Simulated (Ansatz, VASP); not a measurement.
**Two plane-wave programs on Fe**

INCAR

```
SYSTEM = Fe
PREC = Accurate
ENCUT = 520
EDIFF = 1E-6
ISMEAR = -1
SIGMA = 0.05
LREAL = .False.
LASPH = .True.
NELM = 150
ALGO = Normal
ISIF = 2
LWAVE = .False.
LCHARG = .False.
ISPIN = 2
MAGMOM = 2.276
LORBIT = 11
LMAXMIX = 4
GGA = RE
NBANDS = 14
```

Contents of KPOINTS:

```
regular mesh
0
Gamma
  25 25 25
  0 0 0
```

The input POSCAR:

```
Fe
1.0
   -1.4451553506      1.4451553506      1.4451553506
    1.4451553506     -1.4451553506      1.4451553506
    1.4451553506      1.4451553506     -1.4451553506
Fe
1
Direct
    0.0000000000      0.0000000000      0.0000000000
```

Input for Ansatz:

```yaml
crystal:
  lattice:
    - [-1.4451553506, 1.4451553506, 1.4451553506]
    - [1.4451553506, -1.4451553506, 1.4451553506]
    - [1.4451553506, 1.4451553506, -1.4451553506]
  atoms:
    - { symbol: Fe, position: [0.0, 0.0, 0.0], spin: 2.276 }
hamiltonian:
  xc: revpbe
  pseudopotentials:
    kind: paw
    azcp:
      Fe: "pseudopotentials/Fe.paw.azcp"
basis:
  ecutwfc: 420
  fft_grid_basis: typed
kpoints:
  mp_grid: { grid: [25, 25, 25], shift: [0, 0, 0] }
magnetization:
  spin_polarized: true
scf:
  occupations: { method: fermi_dirac, width: 0.05 }
output:
  stress: true
```

Alike in both runs: task single point; functional revPBE; k mesh 25 × 25 × 25; occupations fermi-dirac, width 0.05 eV; collinear spin.

|  | VASP | Ansatz |
| --- | --- | --- |
| version | VASP 6.6.1 | Ansatz 0.2.0 |
| potentials or method | VASP PAW PBE potentials, release 64 (Fe), cutoff 520 eV | plane waves (420 eV) with PAW, scalar-relativistic |
| valence electrons in the cell | 8 | 16 |

```tsv
	VASP	Ansatz	Ansatz less VASP
pressure (GPa)	-5.7	-6.0	-0.27
net moment per atom (μB)	2.32	2.29	-0.031
size of the moment on the site where the two differ most (μB)	2.33	2.36	+0.023
```

VASP's potentials were made for PBE, not for revPBE. Site moments also hang on the region over which each program counts them. VASP's potentials hold 8 valence electrons a cell and Ansatz's 16, so a difference there can come from the potentials and not from the codes.
